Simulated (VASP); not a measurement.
# Mg (Im-3m) in VASP: single point with PBEsol

Aim: the single point of Mg with PBEsol.

All numbers are computed with VASP 6.6.1; they aren't measurements. Logs are shortened: lines on timing, memory, paths and dates and some standing lists are left out, and cuts for length are marked.

### 1 The cell of the first run

The structure is cubic, space group Im-3m (No. 229). Conventional cell: a = 2.953 Å, b = 2.953 Å, c = 2.953 Å, α = 90.00°, β = 90.00°, γ = 90.00°. Within 3.4 Å of Mg (site symmetry m-3m) lie 14 Mg at 2.56 to 2.95 Å.

### 2 Single point, PBEsol

File INCAR:

```
PREC     = Accurate       # precision mode
ENCUT    = 600            # plane-wave cutoff, eV
EDIFF    = 1E-6           # SCF threshold, eV
ISMEAR   = -1             # smearing method
SIGMA    = 0.1            # smearing width, eV
LREAL    = F              # projectors in reciprocal space
LASPH    = T              # aspherical terms in the spheres
NELM     = 120            # most SCF steps
ALGO     = Normal         # electronic algorithm
ISIF     = 2              # what is computed and relaxed
LWAVE    = F              # write WAVECAR
LCHARG   = F              # write CHGCAR
GGA      = PS             # functional
NBANDS   = 7              # bands
GGA_COMPAT= F
```

File KPOINTS:

```
Automatic mesh
0
Gamma
  11 11 11
```

File POSCAR:

```
Mg
1.0
   -1.4765000000      1.4765000000      1.4765000000
    1.4765000000     -1.4765000000      1.4765000000
    1.4765000000      1.4765000000     -1.4765000000
Mg
1
Direct
    0.0000000000      0.0000000000      0.0000000000
```

Potentials or basis: VASP PAW PBE potentials, release 64 (Mg).

Launch:

```sh
$ cat potpaw_PBE.64/Mg/POTCAR > POTCAR
$ mpirun -np 1 vasp_std > vasp.out
```

OUTCAR:

```text
PREC = Accurate
   ENCUT = 600
   EDIFF = 1E-6
   ISMEAR = -1
   LREAL = F
   LASPH = T
   NELM = 120
   ISIF = 2
   GGA = PS

 ion  position               nearest neighbor table
   1  0.000  0.000  0.000-

  LATTYP: Found a body centered cubic cell.
 ALAT       =     2.9530000000

  Lattice vectors:

 A1 = (  -1.4765000000,   1.4765000000,   1.4765000000)
 A2 = (   1.4765000000,  -1.4765000000,   1.4765000000)
 A3 = (   1.4765000000,   1.4765000000,  -1.4765000000)

Analysis of symmetry for initial positions (statically):
=====================================================================
 Subroutine PRICEL returns:
 Original cell was already a primitive cell.

 Routine SETGRP: Setting up the symmetry group for a
 body centered cubic supercell.

 Subroutine GETGRP returns: Found 48 space group operations
 (whereof 48 operations were pure point group operations)
 out of a pool of 48 trial point group operations.

The static configuration has the point symmetry O_h .

Analysis of symmetry for dynamics (positions and initial velocities):
=====================================================================
 Subroutine PRICEL returns:
 Original cell was already a primitive cell.

 Routine SETGRP: Setting up the symmetry group for a
 body centered cubic supercell.

 Subroutine GETGRP returns: Found 48 space group operations
 (whereof 48 operations were pure point group operations)
 out of a pool of 48 trial point group operations.

The dynamic configuration has the point symmetry O_h .

 Subroutine INISYM returns: Found 48 space group operations
 (whereof 48 operations are pure point group operations),
 and found     1 'primitive' translations

----------------------------------------------------------------------------------------

                                     Primitive cell

  volume of cell :      12.8754

  direct lattice vectors                    reciprocal lattice vectors
    -1.476500000  1.476500000  1.476500000     0.000000000  0.338638673  0.338638673
     1.476500000 -1.476500000  1.476500000     0.338638673  0.000000000  0.338638673
     1.476500000  1.476500000 -1.476500000     0.338638673  0.338638673  0.000000000

  length of vectors
     2.557373017  2.557373017  2.557373017     0.478907403  0.478907403  0.478907403

  position of ions in fractional coordinates (direct lattice)
     0.000000000  0.000000000  0.000000000

  ion indices of the primitive-cell ions
   primitive index   ion index
                 1           1

----------------------------------------------------------------------------------------

 KPOINTS: Automatic mesh

Automatic generation of k-mesh.
 Grid dimensions read from file:
 generate k-points for:   11   11   11

 Generating k-lattice:

  Cartesian coordinates                     Fractional coordinates (reciprocal lattice)
     0.000000000  0.030785334  0.030785334     0.090909091  0.000000000  0.000000000
     0.030785334  0.000000000  0.030785334     0.000000000  0.090909091  0.000000000
     0.030785334  0.030785334  0.000000000     0.000000000  0.000000000  0.090909091

  Length of vectors
     0.043537037  0.043537037  0.043537037

  Shift w.r.t. Gamma in fractional coordinates (k-lattice)
     0.000000000  0.000000000  0.000000000

 Subroutine IBZKPT returns following result:
 ===========================================

 Found     56 irreducible k-points:

 Following reciprocal coordinates:
            Coordinates               Weight
  0.000000  0.000000  0.000000      1.000000
  0.090909  0.000000  0.000000     12.000000
  0.181818  0.000000  0.000000     12.000000
  0.272727  0.000000  0.000000     12.000000
  0.363636  0.000000  0.000000     12.000000
  0.454545  0.000000  0.000000     12.000000
[... 16 lines left out ...]
  0.272727  0.181818  0.090909     48.000000
  0.363636  0.181818  0.090909     24.000000
 [... further k-points ...]
   k-points           NKPTS =     56   k-points in BZ     NKDIM =     56   number of bands    NBANDS=      7
   number of dos      NEDOS =    301   number of ions     NIONS =      1
   total plane-waves  NPLWV =   8000
   dimension x,y,z NGX =    20 NGY =   20 NGZ =   20
   dimension x,y,z NGXF=    40 NGYF=   40 NGZF=   40
   ions per type =               1
   NGX,Y,Z   is equivalent  to a cutoff of  13.00, 13.00, 13.00 a.u.
   NGXF,Y,Z  is equivalent  to a cutoff of  26.00, 26.00, 26.00 a.u.
 SYSTEM =  unknown system
   PREC   = accura    normal or accurate (medium, high low for compatibility)
   ISTART =      0    job   : 0-new  1-cont  2-samecut
   ICHARG =      2    charge: 1-file 2-atom 10-const
   ISPIN  =      1    spin polarized calculation?
   LNONCOLLINEAR =      F non collinear calculations
   LSORBIT =      F    spin-orbit coupling
   LASPH  =      T    aspherical Exc in radial PAW
   ENCUT  =  600.0 eV  44.10 Ry    6.64 a.u.   5.11  5.11  5.11*2*pi/ulx,y,z
   NELM   =    120;   NELMIN=  2; NELMDL= -5     # of ELM steps
   EDIFF  = 0.1E-05   stopping-criterion for ELM
   LREAL  =      F    real-space projection
   EDIFFG = 0.1E-04   stopping-criterion for IOM
   NSW    =      0    number of steps for IOM
   IBRION =     -1    ionic relax: 0-MD 1-quasi-New 2-CG
   NFREE  =      0    steps in history (QN), initial steepest desc. (CG)
   ISIF   =      2    stress and relaxation
   ISYM   =      2    0-nonsym 1-usesym 2-fastsym
   POTIM  = 0.5000    time-step for ionic-motion
   TEBEG  =    0.0;   TEEND  =   0.0 temperature during run
   PSTRESS=    0.0 pullay stress
   NELECT =       2.0000    total number of electrons
   NUPDOWN=      -1.0000    fix difference up-down
   EMIN   =  10.00;   EMAX   =-10.00  energy-range for DOS
   EFERMI =   0.00;   METHOD = LEGACY
   ISMEAR =    -1;   SIGMA  =   0.10  broadening in eV -4-tet -1-fermi 0-gaus
   EFERMI_NEDOS =   21; number of points for ismear=-14 and -15
   IALGO  =     38    algorithm
   IMIX   =      4    mixing-type and parameters
     AMIX     =   0.40;   BMIX     =  1.00
     AMIX_MAG =   1.60;   BMIX_MAG =  1.00
  volume/ion in A,a.u.               =      12.88        86.89
  Fermi-wavevector in a.u.,A,eV,Ry     =   0.880031  1.663018 10.537098  0.774455
  Thomas-Fermi vector in A             =   2.000336
   LORBIT       =      0    0 simple, 1 ext, 2 COOP (PROOUT), +10 PAW based schemes
   GGA     = PS    functional components
   LHFCALC =     F    Hartree Fock is set to
   AEXX    =    0.0000 exact exchange contribution
   IVDW    =     0    specifies the selected vdW correction
   LEPSILON=     F    determine dielectric tensor
   LRPA    =     F    only Hartree local field effects (RPA)
 non-spin polarized calculation
  energy-cutoff  :      600.00
  volume of cell :       12.88
 maximum number of plane-waves:       444
   NGX = 11   NGY = 11   NGZ = 11

 number of electron       2.0000000 magnetization

 Free energy of the ion-electron system (eV)
  ---------------------------------------------------
  ext. energy  EPLUGINS =         0.00000000
  ---------------------------------------------------
  free energy    TOTEN  =        -0.54592727 eV

  energy without entropy =       -0.53667522  energy(sigma->0) =       -0.54130124

 E-fermi :   6.5939     XC(G=0): -10.5764

 val. band max:        6.4920390349   @ k =   0.4545   0.0000   0.0000
 cond. band min:       6.6287272350   @ k =   0.3636   0.1818   0.0909
 fundamental gap:      0.1366882001
 Fermi energy:         6.5938770867

 k-point     1 :       0.0000    0.0000    0.0000
  band No.  band energies     occupation
      1      -3.3366      2.00000
      2      23.9050      0.00000
      3      23.9050      0.00000
      4      23.9050      0.00000
      5      26.6787      0.00000
      6      26.6787      0.00000
      7      28.4569      0.00000

 k-point     2 :       0.0909    0.0000    0.0000
  band No.  band energies     occupation
      1      -3.0487      2.00000
      2      21.4251      0.00000
      3      22.5853      0.00000
      4      23.5941      0.00000
      5      25.2686      0.00000
      6      25.4600      0.00000
      7      29.9177      0.00000

 k-point     3 :       0.1818    0.0000    0.0000
  band No.  band energies     occupation
      1      -2.1944      2.00000
      2      17.1868      0.00000
      3      20.6336      0.00000
      4      22.9379      0.00000
      5      23.6325      0.00000
      6      25.3344      0.00000
      7      30.8387      0.00000

 k-point     4 :       0.2727    0.0000    0.0000
  band No.  band energies     occupation
      1      -0.8013      2.00000
      2      13.1933      0.00000
      3      19.0399      0.00000
      4      22.3000      0.00000
      5      22.3975      0.00000
      6      24.9830      0.00000
      7      31.4498      0.00000

 k-point     5 :       0.3636    0.0000    0.0000
  band No.  band energies     occupation
      1       1.0858      2.00000
      2       9.6008      0.00000
      3      17.9511      0.00000
      4      21.5883      0.00000
      5      21.8397      0.00000
      6      24.4156      0.00000
      7      32.2983      0.00000
[... 161 lines left out ...]
 k-point    22 :       0.1818    0.1818    0.0909
  band No.  band energies     occupation
      1       1.3481      2.00000
      2      11.5032      0.00000
      3      12.8988      0.00000
      4      18.0666      0.00000
      5      28.1241      0.00000
      6      29.7857      0.00000
      7      32.2637      0.00000

 k-point    23 :       0.2727    0.1818    0.0909
  band No.  band energies     occupation
      1       3.3862      2.00000
      2       8.8160      0.00000
      3      11.7975      0.00000
      4      17.1427      0.00000
      5      28.3353      0.00000
      6      30.6809      0.00000
      7      32.3711      0.00000

 k-point    24 :       0.3636    0.1818    0.0909
  band No.  band energies     occupation
      1       5.2743      2.00000
      2       6.6287      0.82749
      3      11.5010      0.00000
      4      16.8403      0.00000
      5      28.3024      0.00000
      6      30.9489      0.00000
      7      32.5041      0.00000

 [... further k-points ...]
[... 5 lines left out ...]
  --------------------------------------------------------------------------------------
  -------------------------------------------------------------------------------------
  Total        4.9419867      4.9419867      4.9419867      0.0000000      0.0000000     -0.0000000
  in kB      614.9669910    614.9669910    614.9669910      0.0000000      0.0000000     -0.0000000
  external PRESSURE =     614.9669910 kB  Pullay stress =       0.0000000 kB

 VOLUME and BASIS-vectors are now :
 -----------------------------------------------------------------------------
  energy-cutoff  :      600.00
  volume of cell :       12.88
      direct lattice vectors                 reciprocal lattice vectors
    -1.476500000  1.476500000  1.476500000     0.000000000  0.338638673  0.338638673
     1.476500000 -1.476500000  1.476500000     0.338638673  0.000000000  0.338638673
     1.476500000  1.476500000 -1.476500000     0.338638673  0.338638673  0.000000000

 POSITION                                       TOTAL-FORCE (eV/Angst)
 -----------------------------------------------------------------------------------
      0.00000      0.00000      0.00000         0.000000      0.000000      0.000000
 -----------------------------------------------------------------------------------
    total drift:                                0.000000      0.000000     -0.000000

  FREE ENERGIE OF THE ION-ELECTRON SYSTEM (eV)
  ---------------------------------------------------
  free  energy   TOTEN  =        -0.5459272687 eV

  energy  without entropy=       -0.5366752187  energy(sigma->0) =       -0.54130124
```

Wall time 2.3 s (1 thread of Intel Xeon 6975P-C (Granite Rapids), shared host); peak memory 0.12 GiB.

Results:

```
Free energy            : -0.5459 eV
Pressure               : 61.5 GPa
Band gap on the k mesh : zero (band 1 reaches 9.09 eV, above the bottom of band 2 at 5.76 eV)
```

Caveat: the PAW data sets were made with another functional, which shifts forces and pressure a little.
